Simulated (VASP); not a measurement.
# Cu2As (P4/nmm) in VASP: single point with LDA

Aim: the single point of Cu2As with LDA.

All numbers are computed with VASP 6.6.1; they aren't measurements. Logs are shortened: lines on timing, memory, paths and dates and some standing lists are left out, and cuts for length are marked.

## (1) The cell of the first run

It takes space group P4/nmm (No. 129, tetragonal). Conventional cell: a = 3.788 Å, b = 3.788 Å, c = 5.942 Å, α = 90.00°, β = 90.00°, γ = 90.00°. Within 3.4 Å of Cu (site symmetry -4m2) lie 4 As at 2.56 Å and 8 Cu at 2.61 to 2.68 Å. Cu (site symmetry 4mm) has 5 As at 2.41 to 2.68 Å and 4 Cu at 2.61 Å within 3.2 Å. Within 3.2 Å of As (site symmetry 4mm) lie 9 Cu at 2.41 to 2.68 Å.

## (2) Single point, LDA

INCAR

```
ALGO     = Normal         # electronic algorithm
EDIFF    = 1E-7           # SCF threshold, eV
ENCUT    = 520            # plane-wave cutoff, eV
ISIF     = 2              # what is computed and relaxed
ISMEAR   = -1             # smearing method
LASPH    = True           # aspherical terms in the spheres
LCHARG   = False          # write CHGCAR
LREAL    = False          # projectors in reciprocal space
LWAVE    = False          # write WAVECAR
NBANDS   = 36             # bands
NELM     = 60             # most SCF steps
PREC     = Accurate       # precision mode
SIGMA    = 0.15           # smearing width, eV
```

KPOINTS

```
k-points
0
Gamma
  6 6 4
```

POSCAR

```
Cu2As
1.0
    3.7880000000      0.0000000000      0.0000000000
    0.0000000000      3.7880000000      0.0000000000
    0.0000000000      0.0000000000      5.9420000000
Cu As
4 2
Direct
    0.0000000000      0.0000000000      0.0000000000
    0.5000000000      0.5000000000      0.0000000000
    0.0000000000      0.5000000000      0.3030000000
    0.5000000000      0.0000000000      0.6970000000
    0.0000000000      0.5000000000      0.7090000000
    0.5000000000      0.0000000000      0.2910000000
```

Potentials or basis: VASP PAW LDA potentials, release 64 (Cu, As).

Started as:

```sh
> cat potpaw_LDA.64/Cu/POTCAR potpaw_LDA.64/As/POTCAR > POTCAR
> mpirun -np 1 vasp_std > vasp.out
```

OUTCAR:

```text
EDIFF = 1E-7
   ENCUT = 520
   ISIF = 2
   ISMEAR = -1
   LASPH = True
   LREAL = False
   NELM = 60
   PREC = Accurate

 ion  position               nearest neighbor table
   1  0.000  0.000  0.000-   5 2.56   6 2.56   5 2.56   6 2.56   3 2.61   3 2.61   4 2.61   4 2.61
                             2 2.68   2 2.68   2 2.68   2 2.68
   2  0.500  0.500  0.000-   5 2.56   6 2.56   6 2.56   5 2.56   4 2.61   3 2.61   3 2.61   4 2.61
                             1 2.68   1 2.68   1 2.68   1 2.68
   3  0.000  0.500  0.303-   5 2.41   2 2.61   1 2.61   1 2.61   2 2.61   6 2.68   6 2.68   6 2.68
                             6 2.68
   4  0.500  0.000  0.697-   6 2.41   2 2.61   1 2.61   2 2.61   1 2.61   5 2.68   5 2.68   5 2.68
                             5 2.68
   5  0.000  0.500  0.709-   3 2.41   2 2.56   1 2.56   1 2.56   2 2.56   4 2.68   4 2.68   4 2.68
                             4 2.68
   6  0.500  0.000  0.291-   4 2.41   2 2.56   1 2.56   2 2.56   1 2.56   3 2.68   3 2.68   3 2.68
                             3 2.68

  LATTYP: Found a simple tetragonal cell.
 ALAT       =     3.7880000000
 C/A-ratio  =     1.5686378036

  Lattice vectors:

 A1 = (   3.7880000000,   0.0000000000,   0.0000000000)
 A2 = (   0.0000000000,   3.7880000000,   0.0000000000)
 A3 = (   0.0000000000,   0.0000000000,   5.9420000000)

Analysis of symmetry for initial positions (statically):
=====================================================================
 Subroutine PRICEL returns:
 Original cell was already a primitive cell.

 Routine SETGRP: Setting up the symmetry group for a
 simple tetragonal supercell.

 Subroutine GETGRP returns: Found 16 space group operations
 (whereof  8 operations were pure point group operations)
 out of a pool of 16 trial point group operations.

The static configuration has the point symmetry D_2d.
 The point group associated with its full space group is D_4h.

Analysis of symmetry for dynamics (positions and initial velocities):
=====================================================================
 Subroutine PRICEL returns:
 Original cell was already a primitive cell.

 Routine SETGRP: Setting up the symmetry group for a
 simple tetragonal supercell.

 Subroutine GETGRP returns: Found 16 space group operations
 (whereof  8 operations were pure point group operations)
 out of a pool of 16 trial point group operations.

The dynamic configuration has the point symmetry D_2d.
 The point group associated with its full space group is D_4h.

 Subroutine INISYM returns: Found 16 space group operations
 (whereof  8 operations are pure point group operations),
 and found     1 'primitive' translations

----------------------------------------------------------------------------------------

                                     Primitive cell

  volume of cell :      85.2614

  direct lattice vectors                    reciprocal lattice vectors
     3.788000000  0.000000000  0.000000000     0.263991552  0.000000000  0.000000000
     0.000000000  3.788000000  0.000000000     0.000000000  0.263991552  0.000000000
     0.000000000  0.000000000  5.942000000     0.000000000  0.000000000  0.168293504

  length of vectors
     3.788000000  3.788000000  5.942000000     0.263991552  0.263991552  0.168293504

  position of ions in fractional coordinates (direct lattice)
     0.000000000  0.000000000  0.000000000
     0.500000000  0.500000000  0.000000000
     0.000000000  0.500000000  0.303000000
     0.500000000  0.000000000  0.697000000
     0.000000000  0.500000000  0.709000000
     0.500000000  0.000000000  0.291000000

  ion indices of the primitive-cell ions
   primitive index   ion index
                 1           1
                 2           2
                 3           3
                 4           4
                 5           5
                 6           6

----------------------------------------------------------------------------------------

 KPOINTS: k-points

Automatic generation of k-mesh.
 Grid dimensions read from file:
 generate k-points for:    6    6    4

 Generating k-lattice:

  Cartesian coordinates                     Fractional coordinates (reciprocal lattice)
     0.043998592  0.000000000  0.000000000     0.166666667  0.000000000  0.000000000
     0.000000000  0.043998592  0.000000000     0.000000000  0.166666667  0.000000000
     0.000000000  0.000000000  0.042073376     0.000000000  0.000000000  0.250000000

  Length of vectors
     0.043998592  0.043998592  0.042073376

  Shift w.r.t. Gamma in fractional coordinates (k-lattice)
     0.000000000  0.000000000  0.000000000

 Subroutine IBZKPT returns following result:
 ===========================================

 Found     30 irreducible k-points:

 Following reciprocal coordinates:
            Coordinates               Weight
  0.000000  0.000000  0.000000      1.000000
  0.166667  0.000000  0.000000      4.000000
  0.333333  0.000000  0.000000      4.000000
  0.500000  0.000000  0.000000      2.000000
  0.166667  0.166667  0.000000      4.000000
  0.333333  0.166667  0.000000      8.000000
[... 16 lines left out ...]
  0.333333  0.000000  0.500000      4.000000
  0.500000  0.000000  0.500000      2.000000
 [... further k-points ...]
   k-points           NKPTS =     30   k-points in BZ     NKDIM =     30   number of bands    NBANDS=     36
   number of dos      NEDOS =    301   number of ions     NIONS =      6
   total plane-waves  NPLWV =  37632
   dimension x,y,z NGX =    28 NGY =   28 NGZ =   48
   dimension x,y,z NGXF=    56 NGYF=   56 NGZF=   96
   ions per type =               4   2
   NGX,Y,Z   is equivalent  to a cutoff of  12.29, 12.29, 13.43 a.u.
   NGXF,Y,Z  is equivalent  to a cutoff of  24.58, 24.58, 26.86 a.u.
 SYSTEM =  unknown system
   PREC   = accura    normal or accurate (medium, high low for compatibility)
   ISTART =      0    job   : 0-new  1-cont  2-samecut
   ICHARG =      2    charge: 1-file 2-atom 10-const
   ISPIN  =      1    spin polarized calculation?
   LNONCOLLINEAR =      F non collinear calculations
   LSORBIT =      F    spin-orbit coupling
   LASPH  =      T    aspherical Exc in radial PAW
   ENCUT  =  520.0 eV  38.22 Ry    6.18 a.u.   7.04  7.04 11.05*2*pi/ulx,y,z
   NELM   =     60;   NELMIN=  2; NELMDL= -5     # of ELM steps
   EDIFF  = 0.1E-06   stopping-criterion for ELM
   LREAL  =      F    real-space projection
   EDIFFG = 0.1E-05   stopping-criterion for IOM
   NSW    =      0    number of steps for IOM
   IBRION =     -1    ionic relax: 0-MD 1-quasi-New 2-CG
   NFREE  =      0    steps in history (QN), initial steepest desc. (CG)
   ISIF   =      2    stress and relaxation
   ISYM   =      2    0-nonsym 1-usesym 2-fastsym
   POTIM  = 0.5000    time-step for ionic-motion
   TEBEG  =    0.0;   TEEND  =   0.0 temperature during run
   PSTRESS=    0.0 pullay stress
   NELECT =      54.0000    total number of electrons
   NUPDOWN=      -1.0000    fix difference up-down
   EMIN   =  10.00;   EMAX   =-10.00  energy-range for DOS
   EFERMI =   0.00;   METHOD = LEGACY
   ISMEAR =    -1;   SIGMA  =   0.15  broadening in eV -4-tet -1-fermi 0-gaus
   EFERMI_NEDOS =   21; number of points for ismear=-14 and -15
   IALGO  =     38    algorithm
   IMIX   =      4    mixing-type and parameters
     AMIX     =   0.40;   BMIX     =  1.00
     AMIX_MAG =   1.60;   BMIX_MAG =  1.00
  volume/ion in A,a.u.               =      14.21        95.90
  Fermi-wavevector in a.u.,A,eV,Ry     =   1.405903  2.656771 26.892759  1.976562
  Thomas-Fermi vector in A             =   2.528317
   LORBIT       =      0    0 simple, 1 ext, 2 COOP (PROOUT), +10 PAW based schemes
   GGA     = CA    functional components
   LHFCALC =     F    Hartree Fock is set to
   AEXX    =    0.0000 exact exchange contribution
   IVDW    =     0    specifies the selected vdW correction
   LEPSILON=     F    determine dielectric tensor
   LRPA    =     F    only Hartree local field effects (RPA)
 non-spin polarized calculation
  energy-cutoff  :      520.00
  volume of cell :       85.26
 maximum number of plane-waves:      2312
   NGX = 15   NGY = 15   NGZ = 23

 number of electron      53.9999955 magnetization

 Free energy of the ion-electron system (eV)
  ---------------------------------------------------
  ext. energy  EPLUGINS =         0.00000000
  ---------------------------------------------------
  free energy    TOTEN  =       -29.48553728 eV

  energy without entropy =      -29.31594199  energy(sigma->0) =      -29.40073963

 E-fermi :   7.0808     XC(G=0): -12.0545

 val. band max:        7.0469742671   @ k =   0.1667   0.0000   0.5000
 cond. band min:       7.1086149408   @ k =   0.3333   0.1667   0.0000
 fundamental gap:      0.0616406737
 Fermi energy:         7.0808053421

 k-point     1 :       0.0000    0.0000    0.0000
  band No.  band energies     occupation
      1      -6.1764      2.00000
      2      -4.2719      2.00000
      3       0.1896      2.00000
      4       2.2858      2.00000
      5       2.4691      2.00000
      6       2.4691      2.00000
[... 28 lines left out ...]
     35      14.2589      0.00000
     36      15.8154      0.00000

 k-point     2 :       0.1667    0.0000    0.0000
  band No.  band energies     occupation
      1      -5.9487      2.00000
      2      -4.1897      2.00000
      3       0.4340      2.00000
      4       2.1322      2.00000
      5       2.2202      2.00000
      6       2.4707      2.00000
[... 28 lines left out ...]
     35      14.8394      0.00000
     36      14.9018      0.00000

 k-point     3 :       0.3333    0.0000    0.0000
  band No.  band energies     occupation
      1      -5.3238      2.00000
      2      -4.1337      2.00000
      3       0.9517      2.00000
      4       1.1114      2.00000
      5       1.4404      2.00000
      6       2.5007      2.00000
[... 28 lines left out ...]
     35      14.2266      0.00000
     36      14.6701      0.00000
[... 742 lines left out ...]
 k-point    23 :       0.3333    0.0000    0.5000
  band No.  band energies     occupation
      1      -4.8294      2.00000
      2      -4.6515      2.00000
      3       0.2017      2.00000
      4       0.5725      2.00000
      5       2.1965      2.00000
      6       2.4717      2.00000
[... 28 lines left out ...]
     35      13.8453      0.00000
     36      14.6208      0.00000

 k-point    24 :       0.5000    0.0000    0.5000
  band No.  band energies     occupation
      1      -4.4430      2.00000
      2      -4.4430      2.00000
      3      -0.1928      2.00000
      4      -0.1928      2.00000
      5       2.4390      2.00000
      6       2.4390      2.00000
[... 28 lines left out ...]
     35      13.4935      0.00000
     36      13.4935      0.00000

 [... further k-points ...]
[... 5 lines left out ...]
  --------------------------------------------------------------------------------------
  -------------------------------------------------------------------------------------
  Total       -4.0325475     -4.0325475     -4.8082919      0.0000000      0.0000000      0.0000000
  in kB      -75.7770130    -75.7770130    -90.3542992      0.0000000      0.0000000      0.0000000
  external PRESSURE =     -80.6361084 kB  Pullay stress =       0.0000000 kB

 VOLUME and BASIS-vectors are now :
 -----------------------------------------------------------------------------
  energy-cutoff  :      520.00
  volume of cell :       85.26
      direct lattice vectors                 reciprocal lattice vectors
     3.788000000  0.000000000  0.000000000     0.263991552  0.000000000  0.000000000
     0.000000000  3.788000000  0.000000000     0.000000000  0.263991552  0.000000000
     0.000000000  0.000000000  5.942000000     0.000000000  0.000000000  0.168293504

 POSITION                                       TOTAL-FORCE (eV/Angst)
 -----------------------------------------------------------------------------------
      0.00000      0.00000      0.00000         0.000000     -0.000000      0.000000
      1.89400      1.89400      0.00000         0.000000      0.000000      0.000000
      0.00000      1.89400      1.80043         0.000000      0.000000     -0.287157
      1.89400      0.00000      4.14157        -0.000000      0.000000      0.287157
      0.00000      1.89400      4.21288         0.000000     -0.000000      0.294598
      1.89400      0.00000      1.72912         0.000000      0.000000     -0.294598
 -----------------------------------------------------------------------------------
    total drift:                                0.000000      0.000000      0.000000

  FREE ENERGIE OF THE ION-ELECTRON SYSTEM (eV)
  ---------------------------------------------------
  free  energy   TOTEN  =       -29.4855372804 eV

  energy  without entropy=      -29.3159419852  energy(sigma->0) =      -29.40073963
```

Run time: 3.5 min. Hardware: 1 thread of AMD EPYC 7R13, shared host; peak memory 0.17 GiB.

What came out:

- Free energy: -29.4855 eV
- Pressure: -8.1 GPa
- Largest force: 0.295 eV/Å
- Band gap on the k mesh: zero (band 27 reaches 8.48 eV, above the bottom of band 28 at 5.12 eV)

Forces in eV/Å, atoms in the order of the input:
```
Cu   0.000  0.000  0.000
Cu   0.000  0.000  0.000
Cu   0.000  0.000 -0.287
Cu   0.000  0.000  0.287
As   0.000  0.000  0.295
As   0.000  0.000 -0.295
```

Stress tensor (GPa, compression positive):
```
-7.58  0.00  0.00
 0.00 -7.58  0.00
 0.00  0.00 -9.04
```
